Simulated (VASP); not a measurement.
# In (Im-3m) in VASP: notebook

In is run at these levels: PBE; tasks: single point.

Program: VASP 6.6.1. These are calculated values, not measurements. Logs are shortened: lines on timing, memory, paths and dates and some standing lists are left out, and cuts for length are marked.

## (1) The cell of the first run

The structure is cubic, space group Im-3m (No. 229). The conventional cell has a = 3.741 Å, b = 3.741 Å, c = 3.741 Å, α = 90.00°, β = 90.00°, γ = 90.00°. Within 4.3 Å of In (site symmetry m-3m) lie 14 In at 3.24 to 3.74 Å.

## (2) Single point, PBE (strained)

INCAR reads:

```
SYSTEM = In
ALGO = Normal
EDIFF = 1E-6
ENCUT = 500
GGA = PE
GGA_COMPAT = .FALSE.
ISIF = 2
ISMEAR = 0
LASPH = .TRUE.
LCHARG = .TRUE.
LELF = .TRUE.
LREAL = .FALSE.
LVHAR = .TRUE.
LWAVE = .FALSE.
NBANDS = 12
NELM = 120
PREC = Accurate
SIGMA = 0.1
```

KPOINTS reads:

```
k-points
0
G
  16 16 16
  0 0 0
```

POSCAR reads:

```
In
1.0
   -1.8706276805      1.8706276805      1.8706276805
    1.8706276805     -1.8706276805      1.8706276805
    1.8706276805      1.8706276805     -1.8706276805
In
1
Direct
    0.0000000000      0.0000000000      0.0000000000
```

Potentials or basis: VASP PAW PBE potentials, release 64 (In_d).

Run with:

```console
$ cat potpaw_PBE.64/In_d/POTCAR > POTCAR
$ mpirun -np 1 vasp_std > vasp.out
```

OUTCAR:

```text
SYSTEM = In
   EDIFF = 1E-6
   ENCUT = 500
   GGA = PE
   ISIF = 2
   ISMEAR = 0
   LASPH = .TRUE.
   LREAL = .FALSE.
   NELM = 120
   PREC = Accurate

 ion  position               nearest neighbor table
   1  0.000  0.000  0.000-

  LATTYP: Found a body centered cubic cell.
 ALAT       =     3.7412553610

  Lattice vectors:

 A1 = (  -1.8706276805,   1.8706276805,   1.8706276805)
 A2 = (   1.8706276805,  -1.8706276805,   1.8706276805)
 A3 = (   1.8706276805,   1.8706276805,  -1.8706276805)

Analysis of symmetry for initial positions (statically):
=====================================================================
 Subroutine PRICEL returns:
 Original cell was already a primitive cell.

 Routine SETGRP: Setting up the symmetry group for a
 body centered cubic supercell.

 Subroutine GETGRP returns: Found 48 space group operations
 (whereof 48 operations were pure point group operations)
 out of a pool of 48 trial point group operations.

The static configuration has the point symmetry O_h .

Analysis of symmetry for dynamics (positions and initial velocities):
=====================================================================
 Subroutine PRICEL returns:
 Original cell was already a primitive cell.

 Routine SETGRP: Setting up the symmetry group for a
 body centered cubic supercell.

 Subroutine GETGRP returns: Found 48 space group operations
 (whereof 48 operations were pure point group operations)
 out of a pool of 48 trial point group operations.

The dynamic configuration has the point symmetry O_h .

 Subroutine INISYM returns: Found 48 space group operations
 (whereof 48 operations are pure point group operations),
 and found     1 'primitive' translations

----------------------------------------------------------------------------------------

                                     Primitive cell

  volume of cell :      26.1832

  direct lattice vectors                    reciprocal lattice vectors
    -1.870627680  1.870627680  1.870627680     0.000000000  0.267289961  0.267289961
     1.870627680 -1.870627680  1.870627680     0.267289961  0.000000000  0.267289961
     1.870627680  1.870627680 -1.870627680     0.267289961  0.267289961  0.000000000

  length of vectors
     3.240022185  3.240022185  3.240022185     0.378005088  0.378005088  0.378005088

  position of ions in fractional coordinates (direct lattice)
     0.000000000  0.000000000  0.000000000

  ion indices of the primitive-cell ions
   primitive index   ion index
                 1           1

----------------------------------------------------------------------------------------

 KPOINTS: k-points

Automatic generation of k-mesh.
 Grid dimensions read from file:
 generate k-points for:   16   16   16

 Generating k-lattice:

  Cartesian coordinates                     Fractional coordinates (reciprocal lattice)
     0.000000000  0.016705623  0.016705623     0.062500000  0.000000000  0.000000000
     0.016705623  0.000000000  0.016705623     0.000000000  0.062500000  0.000000000
     0.016705623  0.016705623  0.000000000     0.000000000  0.000000000  0.062500000

  Length of vectors
     0.023625318  0.023625318  0.023625318

  Shift w.r.t. Gamma in fractional coordinates (k-lattice)
     0.000000000  0.000000000  0.000000000

 Subroutine IBZKPT returns following result:
 ===========================================

 Found    145 irreducible k-points:

 Following reciprocal coordinates:
            Coordinates               Weight
  0.000000  0.000000  0.000000      1.000000
  0.062500  0.000000  0.000000     12.000000
  0.125000  0.000000  0.000000     12.000000
  0.187500  0.000000  0.000000     12.000000
  0.250000  0.000000  0.000000     12.000000
  0.312500  0.000000  0.000000     12.000000
[... 16 lines left out ...]
  0.187500  0.187500  0.000000     24.000000
  0.250000  0.187500  0.000000     48.000000
 [... further k-points ...]
   k-points           NKPTS =    145   k-points in BZ     NKDIM =    145   number of bands    NBANDS=     12
   number of dos      NEDOS =    301   number of ions     NIONS =      1
   total plane-waves  NPLWV =  13824
   dimension x,y,z NGX =    24 NGY =   24 NGZ =   24
   dimension x,y,z NGXF=    48 NGYF=   48 NGZF=   48
   ions per type =               1
   NGX,Y,Z   is equivalent  to a cutoff of  12.31, 12.31, 12.31 a.u.
   NGXF,Y,Z  is equivalent  to a cutoff of  24.63, 24.63, 24.63 a.u.
 SYSTEM =  In
   PREC   = accura    normal or accurate (medium, high low for compatibility)
   ISTART =      0    job   : 0-new  1-cont  2-samecut
   ICHARG =      2    charge: 1-file 2-atom 10-const
   ISPIN  =      1    spin polarized calculation?
   LNONCOLLINEAR =      F non collinear calculations
   LSORBIT =      F    spin-orbit coupling
   LASPH  =      T    aspherical Exc in radial PAW
   ENCUT  =  500.0 eV  36.75 Ry    6.06 a.u.   5.91  5.91  5.91*2*pi/ulx,y,z
   NELM   =    120;   NELMIN=  2; NELMDL= -5     # of ELM steps
   EDIFF  = 0.1E-05   stopping-criterion for ELM
   LREAL  =      F    real-space projection
   EDIFFG = 0.1E-04   stopping-criterion for IOM
   NSW    =      0    number of steps for IOM
   IBRION =     -1    ionic relax: 0-MD 1-quasi-New 2-CG
   NFREE  =      0    steps in history (QN), initial steepest desc. (CG)
   ISIF   =      2    stress and relaxation
   ISYM   =      2    0-nonsym 1-usesym 2-fastsym
   POTIM  = 0.5000    time-step for ionic-motion
   TEBEG  =    0.0;   TEEND  =   0.0 temperature during run
   PSTRESS=    0.0 pullay stress
   NELECT =      13.0000    total number of electrons
   NUPDOWN=      -1.0000    fix difference up-down
   EMIN   =  10.00;   EMAX   =-10.00  energy-range for DOS
   EFERMI =   0.00;   METHOD = LEGACY
   ISMEAR =     0;   SIGMA  =   0.10  broadening in eV -4-tet -1-fermi 0-gaus
   EFERMI_NEDOS =   21; number of points for ismear=-14 and -15
   IALGO  =     38    algorithm
   IMIX   =      4    mixing-type and parameters
     AMIX     =   0.40;   BMIX     =  1.00
     AMIX_MAG =   1.60;   BMIX_MAG =  1.00
  volume/ion in A,a.u.               =      26.18       176.69
  Fermi-wavevector in a.u.,A,eV,Ry     =   1.296329  2.449707 22.864170  1.680469
  Thomas-Fermi vector in A             =   2.427792
   LORBIT       =      0    0 simple, 1 ext, 2 COOP (PROOUT), +10 PAW based schemes
   GGA     = PE    functional components
   LHFCALC =     F    Hartree Fock is set to
   AEXX    =    0.0000 exact exchange contribution
   IVDW    =     0    specifies the selected vdW correction
   LEPSILON=     F    determine dielectric tensor
   LRPA    =     F    only Hartree local field effects (RPA)
 non-spin polarized calculation
 Gauss-broadening in eV      SIGMA  =   0.10
  energy-cutoff  :      500.00
  volume of cell :       26.18
 maximum number of plane-waves:       682
   NGX = 11   NGY = 11   NGZ = 11

 number of electron      12.9999994 magnetization

 Free energy of the ion-electron system (eV)
  ---------------------------------------------------
  ext. energy  EPLUGINS =         0.00000000
  ---------------------------------------------------
  free energy    TOTEN  =        -2.53621780 eV

  energy without entropy =       -2.53257173  energy(sigma->0) =       -2.53439477

 E-fermi :   7.5317     XC(G=0): -10.2505

 val. band max:        7.5288478074   @ k =  -0.3750  -0.4375   0.1875
 cond. band min:       7.5488800373   @ k =   0.3125   0.2500   0.1250
 fundamental gap:      0.0200322299
 Fermi energy:         7.5317310898

 k-point     1 :       0.0000    0.0000    0.0000
  band No.  band energies     occupation
      1      -7.1647      2.00000
      2      -7.1647      2.00000
      3      -7.1647      2.00000
      4      -6.8875      2.00000
      5      -6.8875      2.00000
      6      -2.0177      2.00000
      7      18.6266      0.00000
      8      18.6266      0.00000
      9      18.6266      0.00000
     10      20.5219      0.00000
     11      20.5219      0.00000
     12      20.5219      0.00000

 k-point     2 :       0.0625    0.0000    0.0000
  band No.  band energies     occupation
      1      -7.1690      2.00000
      2      -7.1607      2.00000
      3      -7.1484      2.00000
      4      -6.8921      2.00000
      5      -6.8877      2.00000
      6      -1.9273      2.00000
      7      17.6716      0.00000
      8      18.1691      0.00000
      9      18.4037      0.00000
     10      19.8930      0.00000
     11      20.1789      0.00000
     12      20.4083      0.00000

 k-point     3 :       0.1250    0.0000    0.0000
  band No.  band energies     occupation
      1      -7.1812      2.00000
      2      -7.1510      2.00000
      3      -7.1017      2.00000
      4      -6.9042      2.00000
      5      -6.8881      2.00000
      6      -1.6545      2.00000
      7      15.6266      0.00000
      8      17.2192      0.00000
      9      17.7831      0.00000
     10      19.2899      0.00000
     11      19.5649      0.00000
     12      20.4778      0.00000
[... 286 lines left out ...]
 k-point    23 :       0.1875    0.1875    0.0000
  band No.  band energies     occupation
      1      -7.2141      2.00000
      2      -7.1350      2.00000
      3      -6.9378      2.00000
      4      -6.9136      2.00000
      5      -6.8642      2.00000
      6       0.4771      2.00000
      7      10.2175      0.00000
      8      11.4616      0.00000
      9      14.8827      0.00000
     10      19.6745      0.00000
     11      19.8502      0.00000
     12      22.7798      0.00000

 k-point    24 :       0.2500    0.1875    0.0000
  band No.  band energies     occupation
      1      -7.2245      2.00000
      2      -7.1268      2.00000
      3      -6.9312      2.00000
      4      -6.9165      2.00000
      5      -6.8268      2.00000
      6       1.4060      2.00000
      7       8.6522      0.00000
      8      10.5366      0.00000
      9      14.3959      0.00000
     10      19.4172      0.00000
     11      20.5185      0.00000
     12      23.0581      0.00000

 [... further k-points ...]
[... 5 lines left out ...]
  --------------------------------------------------------------------------------------
  -------------------------------------------------------------------------------------
  Total        0.4011218      0.4011218      0.4011218     -0.0000000     -0.0000000     -0.0000000
  in kB       24.5450967     24.5450967     24.5450967     -0.0000000     -0.0000000     -0.0000000
  external PRESSURE =      24.5450967 kB  Pullay stress =       0.0000000 kB

 VOLUME and BASIS-vectors are now :
 -----------------------------------------------------------------------------
  energy-cutoff  :      500.00
  volume of cell :       26.18
      direct lattice vectors                 reciprocal lattice vectors
    -1.870627680  1.870627680  1.870627680     0.000000000  0.267289961  0.267289961
     1.870627680 -1.870627680  1.870627680     0.267289961  0.000000000  0.267289961
     1.870627680  1.870627680 -1.870627680     0.267289961  0.267289961  0.000000000

 POSITION                                       TOTAL-FORCE (eV/Angst)
 -----------------------------------------------------------------------------------
      0.00000      0.00000      0.00000         0.000000     -0.000000      0.000000
 -----------------------------------------------------------------------------------
    total drift:                               -0.000000      0.000000      0.000000

  FREE ENERGIE OF THE ION-ELECTRON SYSTEM (eV)
  ---------------------------------------------------
  free  energy   TOTEN  =        -2.5362178023 eV

  energy  without entropy=       -2.5325717293  energy(sigma->0) =       -2.53439477
```

Wall time 38 s (1 thread of AMD EPYC 7R13, shared host); peak memory 0.14 GiB.

Results:

| Item | Value |
| --- | --- |
| Free energy | -2.5362 eV |
| Pressure | 2.5 GPa |

Caveat: the cell differs from its parent crystal (strained); spin-orbit coupling is left out, which moves the levels of the heavy elements.

## (3) Single point, PBE (strained)

INCAR reads:

```
SYSTEM = In
PREC     = Accurate       ! precision mode
ENCUT    = 500            ! plane-wave cutoff, eV
EDIFF    = 1E-6           ! SCF threshold, eV
ISMEAR   = 0              ! smearing method
SIGMA    = 0.1            ! smearing width, eV
LREAL    = .FALSE.        ! projectors in reciprocal space
LASPH    = .TRUE.         ! aspherical terms in the spheres
NELM     = 120            ! most SCF steps
ALGO     = Normal         ! electronic algorithm
ISIF     = 2              ! what is computed and relaxed
LWAVE    = .FALSE.        ! write WAVECAR
LCHARG   = .FALSE.        ! write CHGCAR
GGA      = PE             ! functional
NBANDS   = 12             ! bands
GGA_COMPAT= .FALSE.
```

KPOINTS reads:

```
Automatic mesh
0
G
  16 16 16
  0 0 0
```

POSCAR reads:

```
In
1.0
   -1.9063956600      1.9063956600      1.9063956600
    1.9063956600     -1.9063956600      1.9063956600
    1.9063956600      1.9063956600     -1.9063956600
In
1
Direct
    0.0000000000      0.0000000000      0.0000000000
```

Potentials or basis: VASP PAW PBE potentials, release 64 (In_d).

Run with:

```console
$ cat potpaw_PBE.64/In_d/POTCAR > POTCAR
$ mpirun -np 1 vasp_std > vasp.out
```

OUTCAR:

```text
SYSTEM = In
   PREC = Accurate
   ENCUT = 500
   EDIFF = 1E-6
   ISMEAR = 0
   LREAL = .FALSE.
   LASPH = .TRUE.
   NELM = 120
   ISIF = 2
   GGA = PE

 ion  position               nearest neighbor table
   1  0.000  0.000  0.000-

  LATTYP: Found a body centered cubic cell.
 ALAT       =     3.8127913200

  Lattice vectors:

 A1 = (  -1.9063956600,   1.9063956600,   1.9063956600)
 A2 = (   1.9063956600,  -1.9063956600,   1.9063956600)
 A3 = (   1.9063956600,   1.9063956600,  -1.9063956600)

Analysis of symmetry for initial positions (statically):
=====================================================================
 Subroutine PRICEL returns:
 Original cell was already a primitive cell.

 Routine SETGRP: Setting up the symmetry group for a
 body centered cubic supercell.

 Subroutine GETGRP returns: Found 48 space group operations
 (whereof 48 operations were pure point group operations)
 out of a pool of 48 trial point group operations.

The static configuration has the point symmetry O_h .

Analysis of symmetry for dynamics (positions and initial velocities):
[... 159 lines left out ...]
 val. band max:        6.8974277733   @ k =   0.3125   0.1250  -0.0000
 cond. band min:       6.9179521949   @ k =  -0.4375   0.5000   0.3125
 fundamental gap:      0.0205244216
 Fermi energy:         6.9056397702

 k-point     1 :       0.0000    0.0000    0.0000
  band No.  band energies     occupation
      1      -7.7318      2.00000
      2      -7.7318      2.00000
      3      -7.7318      2.00000
      4      -7.4923      2.00000
      5      -7.4923      2.00000
      6      -2.2633      2.00000
      7      17.3845      0.00000
      8      17.3845      0.00000
      9      17.3845      0.00000
     10      19.7173      0.00000
     11      19.7173      0.00000
     12      19.7173      0.00000
[... 331 lines left out ...]
 k-point    24 :       0.2500    0.1875    0.0000
  band No.  band energies     occupation
      1      -7.7803      2.00000
      2      -7.6944      2.00000
      3      -7.5300      2.00000
      4      -7.5167      2.00000
      5      -7.4390      2.00000
      6       0.9912      2.00000
      7       7.9295      0.00000
      8       9.8181      0.00000
      9      13.5163      0.00000
     10      18.3920      0.00000
     11      19.4415      0.00000
     12      21.9280      0.00000

 [... further k-points ...]
[... 5 lines left out ...]
  --------------------------------------------------------------------------------------
  -------------------------------------------------------------------------------------
  Total        0.0284722      0.0284722      0.0284722      0.0000000      0.0000000      0.0000000
  in kB        1.6460104      1.6460104      1.6460104      0.0000000      0.0000000      0.0000000
  external PRESSURE =       1.6460104 kB  Pullay stress =       0.0000000 kB

 VOLUME and BASIS-vectors are now :
 -----------------------------------------------------------------------------
  energy-cutoff  :      500.00
  volume of cell :       27.71
      direct lattice vectors                 reciprocal lattice vectors
    -1.906395660  1.906395660  1.906395660     0.000000000  0.262275041  0.262275041
     1.906395660 -1.906395660  1.906395660     0.262275041  0.000000000  0.262275041
     1.906395660  1.906395660 -1.906395660     0.262275041  0.262275041  0.000000000

 POSITION                                       TOTAL-FORCE (eV/Angst)
 -----------------------------------------------------------------------------------
      0.00000      0.00000      0.00000         0.000000     -0.000000      0.000000
 -----------------------------------------------------------------------------------
    total drift:                               -0.000000      0.000000      0.000000

  FREE ENERGIE OF THE ION-ELECTRON SYSTEM (eV)
  ---------------------------------------------------
  free  energy   TOTEN  =        -2.5488168541 eV

  energy  without entropy=       -2.5456948820  energy(sigma->0) =       -2.54725587
```

OSZICAR:

```text
N       E                     dE             d eps       ncg     rms          rms(c)
DAV:   1     0.769505364405E+02    0.76951E+02   -0.61038E+03  3532   0.130E+03
DAV:   2     0.126403407034E+01   -0.75687E+02   -0.73940E+02  3608   0.283E+02
DAV:   3    -0.248261898230E+01   -0.37467E+01   -0.37354E+01  4160   0.636E+01
DAV:   4    -0.256908183217E+01   -0.86463E-01   -0.86440E-01  4384   0.968E+00
DAV:   5    -0.257267168470E+01   -0.35899E-02   -0.35897E-02  4692   0.175E+00    0.202E+00
DAV:   6    -0.255288603520E+01    0.19786E-01   -0.31799E-02  4320   0.353E+00    0.100E+00
DAV:   7    -0.254904247547E+01    0.38436E-02   -0.10069E-02  4384   0.182E+00    0.229E-01
DAV:   8    -0.254880923948E+01    0.23324E-03   -0.75779E-04  4508   0.453E-01    0.305E-02
DAV:   9    -0.254881619760E+01   -0.69581E-05   -0.13161E-05  4968   0.460E-02    0.143E-02
DAV:  10    -0.254881685413E+01   -0.65653E-06   -0.11130E-06  3724   0.102E-02
   1 F= -.25488169E+01 E0= -.25472559E+01  d E =-.312197E-02
```

stdout:

```text
POSCAR found type information on POSCAR In
 POSCAR found :  1 types and       1 ions
 scaLAPACK will be used
 LDA part: xc-table for (Slater+PW92), standard interpolation
 POSCAR, INCAR and KPOINTS ok, starting setup
 FFT: planning ... GRIDC
 FFT: planning ... GRID_SOFT
 FFT: planning ... GRID
 WAVECAR not read
 entering main loop
```

Run time: 34 s. Hardware: 1 thread of AMD EPYC 7R13, shared host; peak memory 0.14 GiB.

Results:

- Free energy: -2.5488 eV
- Pressure: 0.2 GPa

Caveat: the cell differs from its parent crystal (strained); spin-orbit coupling is left out, which moves the levels of the heavy elements.
